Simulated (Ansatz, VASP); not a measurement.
## Two plane-wave programs on BiAs

File INCAR:

```
PREC = Accurate
ENCUT = 520
EDIFF = 1E-8
ISMEAR = -1
SIGMA = 0.05
LREAL = F
LASPH = T
NELM = 80
ALGO = Normal
ISIF = 2
LWAVE = F
LCHARG = F
GGA = PE
LEFG = T
NBANDS = 17
```

Contents of KPOINTS:

```
regular mesh
0
Gamma
  13 13 13
```

The input POSCAR:

```
BiAs
1.0
    3.6192804749      0.0000000000      0.0000000000
    0.0000000000      3.6192804749      0.0000000000
    0.0000000000      0.0000000000      3.6192804749
As Bi
1 1
Direct
    0.0000000000      0.0000000000      0.0000000000
    0.5000000000      0.5000000000      0.5000000000
```

Input for Ansatz:

```yaml
crystal:
  lattice:
    - [3.6192804749, 0.0, 0.0]
    - [0.0, 3.6192804749, 0.0]
    - [0.0, 0.0, 3.6192804749]
  atoms:
    - { symbol: As, position: [0.0, 0.0, 0.0] }
    - { symbol: Bi, position: [0.5, 0.5, 0.5] }
kpoints:
  mp_grid: { grid: [13, 13, 13] }
scf:
  occupations: { method: fermi_dirac, width: 0.05 }
hamiltonian:
  xc: pbe
  pseudopotentials: { kind: paw }
output:
  forces: true
  stress: true
  eigenvalues: true
  efg: { contact_densities: true }
```

Change from the starting cell: volume scaled by 0.9405, PAW files.

Alike in both runs: task electric field gradients; functional PBE; k mesh 13 × 13 × 13; occupations fermi-dirac, width 0.05 eV; no spin polarisation.

```csv
,VASP,Ansatz
version,VASP 6.6.1,Ansatz 0.2.0
potentials or method,"VASP PAW PBE potentials, release 64 (As, Bi_d)","PAW with Ansatz's default frozen-core files, scalar-relativistic"
plane-wave cutoff (eV),520,420
valence electrons in the cell,20,30
```

|  | VASP | Ansatz | Ansatz less VASP |
| --- | --- | --- | --- |
| pressure (GPa) | 4.6 | 4.6 | -0.02 |

VASP's potentials hold 20 valence electrons a cell and Ansatz's 30, so a difference there can come from the potentials and not from the codes.

Neither program's run includes spin-orbit coupling.
